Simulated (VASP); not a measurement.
# TlBr (Pm-3m) in VASP: single point with PBEsol

Aim: the single point of TlBr with PBEsol.

All numbers are computed with VASP 6.6.1; they aren't measurements. Logs are shortened: lines on timing, memory, paths and dates and some standing lists are left out, and cuts for length are marked.

## Step 1: The cell of the first run

It takes space group Pm-3m (No. 221, cubic). The conventional cell has a = 3.995 Å, b = 3.995 Å, c = 3.995 Å, α = 90.00°, β = 90.00°, γ = 90.00°. Within 4.5 Å of Tl (site symmetry m-3m) lie 8 Br at 3.46 Å and 6 Tl at 3.99 Å. Br (site symmetry m-3m) has 8 Tl at 3.46 Å and 6 Br at 3.99 Å within 4.5 Å.

## Step 2: Single point, PBEsol

Contents of INCAR:

```
SYSTEM = TlBr
  PREC = Accurate
  ENCUT = 500
  EDIFF = 1E-6
  ISMEAR = 0
  SIGMA = 0.01
  LREAL = .FALSE.
  LASPH = .TRUE.
  NELM = 120
  ALGO = Normal
  ISIF = 2
  LWAVE = .FALSE.
  LCHARG = .FALSE.
  GGA = PS
  NBANDS = 17
  GGA_COMPAT = .FALSE.
```

Contents of KPOINTS:

```
Automatic mesh
0
G
  6 6 6
  0 0 0
```

Contents of POSCAR:

```
TlBr
1.0
    3.9949064284      0.0000000000      0.0000000000
    0.0000000000      3.9949064284      0.0000000000
    0.0000000000      0.0000000000      3.9949064284
Tl Br
1 1
Direct
    0.0000000000      0.0000000000      0.0000000000
    0.5000000000      0.5000000000      0.5000000000
```

Potentials or basis: VASP PAW PBE potentials, release 64 (Tl_d, Br).

On the command line:

```console
> cat potpaw_PBE.64/Tl_d/POTCAR potpaw_PBE.64/Br/POTCAR > POTCAR
> mpirun -np 1 vasp_std > vasp.out
```

OUTCAR:

```text
SYSTEM = TlBr
   PREC = Accurate
   ENCUT = 500
   EDIFF = 1E-6
   ISMEAR = 0
   LREAL = .FALSE.
   LASPH = .TRUE.
   NELM = 120
   ISIF = 2
   GGA = PS

 ion  position               nearest neighbor table
   1  0.000  0.000  0.000-   2 3.46   2 3.46   2 3.46   2 3.46   2 3.46   2 3.46   2 3.46   2 3.46

   2  0.500  0.500  0.500-   1 3.46   1 3.46   1 3.46   1 3.46   1 3.46   1 3.46   1 3.46   1 3.46

  LATTYP: Found a simple cubic cell.
 ALAT       =     3.9949064284

  Lattice vectors:

 A1 = (   3.9949064284,   0.0000000000,   0.0000000000)
 A2 = (   0.0000000000,   3.9949064284,   0.0000000000)
 A3 = (   0.0000000000,   0.0000000000,   3.9949064284)

Analysis of symmetry for initial positions (statically):
=====================================================================
 Subroutine PRICEL returns:
 Original cell was already a primitive cell.

 Routine SETGRP: Setting up the symmetry group for a
 simple cubic supercell.

 Subroutine GETGRP returns: Found 48 space group operations
 (whereof 48 operations were pure point group operations)
 out of a pool of 48 trial point group operations.

The static configuration has the point symmetry O_h .

Analysis of symmetry for dynamics (positions and initial velocities):
=====================================================================
 Subroutine PRICEL returns:
 Original cell was already a primitive cell.

 Routine SETGRP: Setting up the symmetry group for a
 simple cubic supercell.

 Subroutine GETGRP returns: Found 48 space group operations
 (whereof 48 operations were pure point group operations)
 out of a pool of 48 trial point group operations.

The dynamic configuration has the point symmetry O_h .

 Subroutine INISYM returns: Found 48 space group operations
 (whereof 48 operations are pure point group operations),
 and found     1 'primitive' translations

----------------------------------------------------------------------------------------

                                     Primitive cell

  volume of cell :      63.7558

  direct lattice vectors                    reciprocal lattice vectors
     3.994906428  0.000000000  0.000000000     0.250318754  0.000000000  0.000000000
     0.000000000  3.994906428  0.000000000     0.000000000  0.250318754  0.000000000
     0.000000000  0.000000000  3.994906428     0.000000000  0.000000000  0.250318754

  length of vectors
     3.994906428  3.994906428  3.994906428     0.250318754  0.250318754  0.250318754

  position of ions in fractional coordinates (direct lattice)
     0.000000000  0.000000000  0.000000000
     0.500000000  0.500000000  0.500000000

  ion indices of the primitive-cell ions
   primitive index   ion index
                 1           1
                 2           2

----------------------------------------------------------------------------------------

 KPOINTS: Automatic mesh

Automatic generation of k-mesh.
 Grid dimensions read from file:
 generate k-points for:    6    6    6

 Generating k-lattice:

  Cartesian coordinates                     Fractional coordinates (reciprocal lattice)
     0.041719792  0.000000000  0.000000000     0.166666667  0.000000000  0.000000000
     0.000000000  0.041719792  0.000000000     0.000000000  0.166666667  0.000000000
     0.000000000  0.000000000  0.041719792     0.000000000  0.000000000  0.166666667

  Length of vectors
     0.041719792  0.041719792  0.041719792

  Shift w.r.t. Gamma in fractional coordinates (k-lattice)
     0.000000000  0.000000000  0.000000000

 Subroutine IBZKPT returns following result:
 ===========================================

 Found     20 irreducible k-points:

 Following reciprocal coordinates:
            Coordinates               Weight
  0.000000  0.000000  0.000000      1.000000
  0.166667  0.000000  0.000000      6.000000
  0.333333  0.000000  0.000000      6.000000
  0.500000  0.000000  0.000000      3.000000
  0.166667  0.166667  0.000000     12.000000
  0.333333  0.166667  0.000000     24.000000
[... 12 lines left out ...]
  0.500000  0.500000  0.333333      6.000000
  0.500000  0.500000  0.500000      1.000000
   k-points           NKPTS =     20   k-points in BZ     NKDIM =     20   number of bands    NBANDS=     17
   number of dos      NEDOS =    301   number of ions     NIONS =      2
   total plane-waves  NPLWV =  27000
   dimension x,y,z NGX =    30 NGY =   30 NGZ =   30
   dimension x,y,z NGXF=    60 NGYF=   60 NGZF=   60
   ions per type =               1   1
   NGX,Y,Z   is equivalent  to a cutoff of  12.48, 12.48, 12.48 a.u.
   NGXF,Y,Z  is equivalent  to a cutoff of  24.97, 24.97, 24.97 a.u.
 SYSTEM =  TlBr
   PREC   = accura    normal or accurate (medium, high low for compatibility)
   ISTART =      0    job   : 0-new  1-cont  2-samecut
   ICHARG =      2    charge: 1-file 2-atom 10-const
   ISPIN  =      1    spin polarized calculation?
   LNONCOLLINEAR =      F non collinear calculations
   LSORBIT =      F    spin-orbit coupling
   LASPH  =      T    aspherical Exc in radial PAW
   ENCUT  =  500.0 eV  36.75 Ry    6.06 a.u.   7.28  7.28  7.28*2*pi/ulx,y,z
   NELM   =    120;   NELMIN=  2; NELMDL= -5     # of ELM steps
   EDIFF  = 0.1E-05   stopping-criterion for ELM
   LREAL  =      F    real-space projection
   EDIFFG = 0.1E-04   stopping-criterion for IOM
   NSW    =      0    number of steps for IOM
   IBRION =     -1    ionic relax: 0-MD 1-quasi-New 2-CG
   NFREE  =      0    steps in history (QN), initial steepest desc. (CG)
   ISIF   =      2    stress and relaxation
   ISYM   =      2    0-nonsym 1-usesym 2-fastsym
   POTIM  = 0.5000    time-step for ionic-motion
   TEBEG  =    0.0;   TEEND  =   0.0 temperature during run
   PSTRESS=    0.0 pullay stress
   NELECT =      20.0000    total number of electrons
   NUPDOWN=      -1.0000    fix difference up-down
   EMIN   =  10.00;   EMAX   =-10.00  energy-range for DOS
   EFERMI =   0.00;   METHOD = LEGACY
   ISMEAR =     0;   SIGMA  =   0.01  broadening in eV -4-tet -1-fermi 0-gaus
   EFERMI_NEDOS =   21; number of points for ismear=-14 and -15
   IALGO  =     38    algorithm
   IMIX   =      4    mixing-type and parameters
     AMIX     =   0.40;   BMIX     =  1.00
     AMIX_MAG =   1.60;   BMIX_MAG =  1.00
  volume/ion in A,a.u.               =      31.88       215.12
  Fermi-wavevector in a.u.,A,eV,Ry     =   1.112359  2.102053 16.835061  1.237342
  Thomas-Fermi vector in A             =   2.248932
   LORBIT       =      0    0 simple, 1 ext, 2 COOP (PROOUT), +10 PAW based schemes
   GGA     = PS    functional components
   LHFCALC =     F    Hartree Fock is set to
   AEXX    =    0.0000 exact exchange contribution
   IVDW    =     0    specifies the selected vdW correction
   LEPSILON=     F    determine dielectric tensor
   LRPA    =     F    only Hartree local field effects (RPA)
 non-spin polarized calculation
 Gauss-broadening in eV      SIGMA  =   0.01
  energy-cutoff  :      500.00
  volume of cell :       63.76
 maximum number of plane-waves:      1647
 NGX is ok and might be reduce to    30
   NGX = 15   NGY = 15   NGZ = 15

 number of electron      20.0000006 magnetization

 Free energy of the ion-electron system (eV)
  ---------------------------------------------------
  ext. energy  EPLUGINS =         0.00000000
  ---------------------------------------------------
  free energy    TOTEN  =        -6.01374572 eV

  energy without entropy =       -6.01374572  energy(sigma->0) =       -6.01374572

 E-fermi :   2.2608     XC(G=0):  -9.1295

 val. band max:        2.1266093650   @ k =   0.5000   0.0000   0.0000
 cond. band min:       3.8901843040   @ k =   0.5000   0.0000   0.0000
 fundamental gap:      1.7635749390
 Fermi energy:         2.2608385303

 k-point     1 :       0.0000    0.0000    0.0000
  band No.  band energies     occupation
      1     -11.5588      2.00000
      2      -7.9061      2.00000
      3      -7.9061      2.00000
      4      -7.7327      2.00000
      5      -7.7327      2.00000
      6      -7.7327      2.00000
[... 9 lines left out ...]
     16      13.0319      0.00000
     17      15.5153      0.00000

 k-point     2 :       0.1667    0.0000    0.0000
  band No.  band energies     occupation
      1     -11.5036      2.00000
      2      -7.9035      2.00000
      3      -7.8735      2.00000
      4      -7.7477      2.00000
      5      -7.7477      2.00000
      6      -7.7314      2.00000
[... 9 lines left out ...]
     16      14.4225      0.00000
     17      15.0461      0.00000

 k-point     3 :       0.3333    0.0000    0.0000
  band No.  band energies     occupation
      1     -11.3879      2.00000
      2      -7.8983      2.00000
      3      -7.8107      2.00000
      4      -7.7773      2.00000
      5      -7.7773      2.00000
      6      -7.7287      2.00000
[... 9 lines left out ...]
     16      13.2024      0.00000
     17      15.5802      0.00000

 k-point     4 :       0.5000    0.0000    0.0000
  band No.  band energies     occupation
      1     -11.3270      2.00000
      2      -7.8958      2.00000
      3      -7.7920      2.00000
      4      -7.7920      2.00000
      5      -7.7809      2.00000
      6      -7.7274      2.00000
[... 9 lines left out ...]
     16      15.0955      0.00000
     17      15.6219      0.00000
[... 263 lines left out ...]
      1     -11.1223      2.00000
      2      -7.8466      2.00000
      3      -7.8242      2.00000
      4      -7.7920      2.00000
      5      -7.7355      2.00000
      6      -7.6993      2.00000
[... 9 lines left out ...]
     16      13.7929      0.00000
     17      17.9437      0.00000

 k-point    19 :       0.5000    0.5000    0.3333
  band No.  band energies     occupation
      1     -11.0800      2.00000
      2      -7.8436      2.00000
      3      -7.8436      2.00000
      4      -7.8316      2.00000
      5      -7.7168      2.00000
      6      -7.6784      2.00000
[... 9 lines left out ...]
     16      14.2630      0.00000
     17      18.2382      0.00000

 k-point    20 :       0.5000    0.5000    0.5000
  band No.  band energies     occupation
      1     -11.0322      2.00000
      2      -7.8656      2.00000
      3      -7.8656      2.00000
      4      -7.8656      2.00000
      5      -7.6777      2.00000
      6      -7.6777      2.00000
[... 9 lines left out ...]
     16      14.7258      0.00000
     17      18.1675      0.00000

------------------------ aborting loop because EDIFF is reached ----------------------------------------

  FORCE on cell =-STRESS in cart. coord.  units (eV):
  Direction    XX          YY          ZZ          XY          YZ          ZX
  --------------------------------------------------------------------------------------
  -------------------------------------------------------------------------------------
  Total       -0.5662871     -0.5662871     -0.5662871      0.0000000     -0.0000000     -0.0000000
  in kB      -14.2307382    -14.2307382    -14.2307382      0.0000000     -0.0000000     -0.0000000
  external PRESSURE =     -14.2307382 kB  Pullay stress =       0.0000000 kB

 VOLUME and BASIS-vectors are now :
 -----------------------------------------------------------------------------
  energy-cutoff  :      500.00
  volume of cell :       63.76
      direct lattice vectors                 reciprocal lattice vectors
     3.994906428  0.000000000  0.000000000     0.250318754  0.000000000  0.000000000
     0.000000000  3.994906428  0.000000000     0.000000000  0.250318754  0.000000000
     0.000000000  0.000000000  3.994906428     0.000000000  0.000000000  0.250318754

 POSITION                                       TOTAL-FORCE (eV/Angst)
 -----------------------------------------------------------------------------------
      0.00000      0.00000      0.00000         0.000000      0.000000      0.000000
      1.99745      1.99745      1.99745         0.000000      0.000000      0.000000
 -----------------------------------------------------------------------------------
    total drift:                                0.000000     -0.000000     -0.000000

  FREE ENERGIE OF THE ION-ELECTRON SYSTEM (eV)
  ---------------------------------------------------
  free  energy   TOTEN  =        -6.0137457193 eV

  energy  without entropy=       -6.0137457193  energy(sigma->0) =       -6.01374572
```

Run time: 36 s. Hardware: 1 thread of Intel Xeon 8259CL, shared host; peak memory 0.18 GiB.

What came out:

```yaml
Free_energy: -6.0137 eV
Pressure: -1.4 GPa
Band_gap_on_the_k_mesh: 1.76 eV, direct
```

Levels at points of the mesh, in eV from the valence-band top:
```csv
k point,band 7,band 8,band 9,band 10,band 11,band 12,band 13,band 14
"(0.00, 0.00, 0.00)",-4.68,-1.26,-1.26,-1.26,6.90,6.90,7.14,7.14
"(0.50, 0.00, 0.00)",-5.52,-0.76,-0.76,0.00,1.76,5.70,5.70,7.92
"(0.50, 0.50, 0.00)",-3.77,-2.90,-2.90,-0.68,4.79,4.79,7.31,7.55
"(0.50, 0.50, 0.50)",-2.78,-1.88,-1.88,-1.88,2.08,2.08,2.08,12.60
```

Caveat: the PAW data sets were made with another functional, which shifts forces and pressure a little; spin-orbit coupling is left out, which moves the levels of the heavy elements.
